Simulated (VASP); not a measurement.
Wanted: the native input for a VASP 6.6.1 run.

| Quantity | Value |
| --- | --- |
| Task | single point |
| Functional | r2SCAN |
| Potentials or basis | VASP PAW PBE potentials, release 64 (Re) |
| Cutoff | 520 eV |
| k mesh | 18 × 18 × 18 |
| Occupations | gaussian, width 0.05 eV |
| Spin | no spin polarisation |
| Dipole correction | no |
| Further INCAR settings | ALGO = Normal; EDIFF = 1e-07; NBANDS = 10 |

The system is Re.

```
Re
1.0
     0.00000    1.94664    1.94664
     1.94664    0.00000    1.94664
     1.94664    1.94664    0.00000
Re
1
Direct
  0.00000 0.00000 0.00000
```

This isn't the form of Re at room conditions, which is hcp.

One way to write it, as run:

POSCAR

```
Re
1.0
    0.0000000000      1.9466421431      1.9466421431
    1.9466421431      0.0000000000      1.9466421431
    1.9466421431      1.9466421431      0.0000000000
Re
1
Direct
    0.0000000000      0.0000000000      0.0000000000
```

INCAR.step1

```
PREC     = Accurate       # precision mode
ENCUT    = 520            # plane-wave cutoff, eV
ISMEAR   = 0              # smearing method
SIGMA    = 0.05           # smearing width, eV
LREAL    = F              # projectors in reciprocal space
LASPH    = T              # aspherical terms in the spheres
NELM     = 60             # most SCF steps
NBANDS   = 10             # bands
GGA      = PE             # functional
ALGO     = Normal         # electronic algorithm
EDIFF    = 1E-4           # SCF threshold, eV
LWAVE    = T              # write WAVECAR
LCHARG   = F              # write CHGCAR
```

INCAR.step2

```
PREC     = Accurate       # precision mode
ENCUT    = 520            # plane-wave cutoff, eV
EDIFF    = 1E-7           # SCF threshold, eV
ISMEAR   = 0              # smearing method
SIGMA    = 0.05           # smearing width, eV
LREAL    = F              # projectors in reciprocal space
LASPH    = T              # aspherical terms in the spheres
NELM     = 60             # most SCF steps
ALGO     = Normal         # electronic algorithm
ISIF     = 2              # what is computed and relaxed
LWAVE    = F              # write WAVECAR
LCHARG   = T              # write CHGCAR
METAGGA  = R2SCAN         # meta-GGA
LMIXTAU  = T            
LELF     = T              # ELF
LVHAR    = T            
NBANDS   = 10             # bands
ISTART   = 1
```

KPOINTS

```
Automatic mesh
0
Gamma
  18 18 18
```

Potentials or basis: VASP PAW PBE potentials, release 64 (Re).

Run with:

```sh
$ cat potpaw_PBE.64/Re/POTCAR > POTCAR
$ cp INCAR.step1 INCAR
$ mpirun -np 1 vasp_std > vasp.out
$ cp INCAR.step2 INCAR
$ mpirun -np 1 vasp_std > vasp.out
```

It gave:

```json
{"Pressure": "0.0 GPa", "Band gap on the k mesh": "zero (an odd number of electrons rules out a gap without spin polarisation)"}
```

Caveat: the PAW data sets were made with another functional, which shifts forces and pressure a little; spin-orbit coupling is left out, which moves the levels of the heavy elements.

It took 2.3 min on 1 thread of AMD EPYC 7R13, with other jobs on the host, peak memory 0.12 GiB.
